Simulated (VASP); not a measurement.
Write the native input for VASP 6.6.1 that does the following.

* Task: single point
* Functional: PBE
* Potentials or basis: VASP PAW PBE potentials, release 64 (Cd, S)
* Cutoff: 500 eV
* k mesh: 12 × 12 × 4
* Occupations: gaussian, width 0.01 eV
* Spin: no spin polarisation
* Dipole correction: no
* Further INCAR settings: ALGO = Normal; EDIFF = 1e-06; NBANDS = 26

The structure of CdS (Greenockite) lies in POSCAR:

```
CdS
1.0
    4.1500000000      0.0000000000      0.0000000000
   -2.0750000000      3.5940054257      0.0000000000
    0.0000000000      0.0000000000      6.7370000000
Cd S
2 2
Direct
    0.3333330000      0.6666670000      0.0000000000
    0.6666670000      0.3333330000      0.5000000000
    0.3333330000      0.6666670000      0.3750000000
    0.6666670000      0.3333330000      0.8750000000
```

One way to write it, as run:

INCAR

```
  PREC = Accurate
  ENCUT = 500
  EDIFF = 1E-6
  ISMEAR = 0
  SIGMA = 0.01
  LREAL = False
  LASPH = True
  NELM = 120
  ALGO = Normal
  ISIF = 2
  LWAVE = False
  LCHARG = True
  GGA = PE
  LELF = True
  LVHAR = True
  NBANDS = 26
  GGA_COMPAT = False
```

KPOINTS

```
Automatic mesh
0
Gamma
  12 12 4
```

Potentials or basis: VASP PAW PBE potentials, release 64 (Cd, S).

Command:

```bash
$ cat potpaw_PBE.64/Cd/POTCAR potpaw_PBE.64/S/POTCAR > POTCAR
$ mpirun -np 1 vasp_std > vasp.out
```

It gave:

```json
{
 "Pressure": "2.4 GPa",
 "Largest force": "0.070 eV/Å",
 "Band gap on the k mesh": "1.20 eV, direct"
}
```

Wall time 2.1 min on 1 thread of Intel(R) Xeon(R) Platinum 8488C (Sapphire Rapids), on a shared host, peak memory 0.26 GiB.
